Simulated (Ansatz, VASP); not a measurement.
One calculation of Hf3AlN4, two programs

```
CELL_PARAMETERS angstrom
4.49842 0.00000 0.00000
0.00000 4.49842 0.00000
0.00000 0.00000 4.49842
ATOMIC_POSITIONS crystal
Hf 0.50000 0.00000 0.50000
Hf 0.00000 0.50000 0.50000
Hf 0.50000 0.50000 0.00000
Al 0.00000 0.00000 0.00000
N 0.50000 0.50000 0.50000
N 0.00000 0.50000 0.00000
N 0.50000 0.00000 0.00000
N 0.00000 0.00000 0.50000
```

Alike in both runs: functional PBE; k mesh 8 × 8 × 8; occupations gaussian, width 0.1 eV; no spin polarisation.

Ansatz relaxed the structure, and its values are those at the end. VASP's run is a single point on that final structure, the one shown.

```csv
,VASP,Ansatz
version,VASP 6.6.1,Ansatz 0.2.0
potentials or method,"VASP PAW PBE potentials, release 64 (Hf_pv, Al, N), cutoff 520 eV","scalar-relativistic, plane waves, PAW"
valence electrons in the cell,53,101
```

|  | VASP | Ansatz | Ansatz less VASP |
| --- | --- | --- | --- |
| gap on the k mesh at the Fermi level (eV) | none | none | - |
| pressure (GPa) | -2.0 | 0.0 | +1.98 |

A gap of «none» marks a metal or a gap that the smearing closes. With one functional, cell and mesh, what is left measures potentials, basis and numerics. VASP's potentials hold 53 valence electrons a cell and Ansatz's 101, so a difference there can come from the potentials and not from the codes.

Spin-orbit coupling is off throughout.
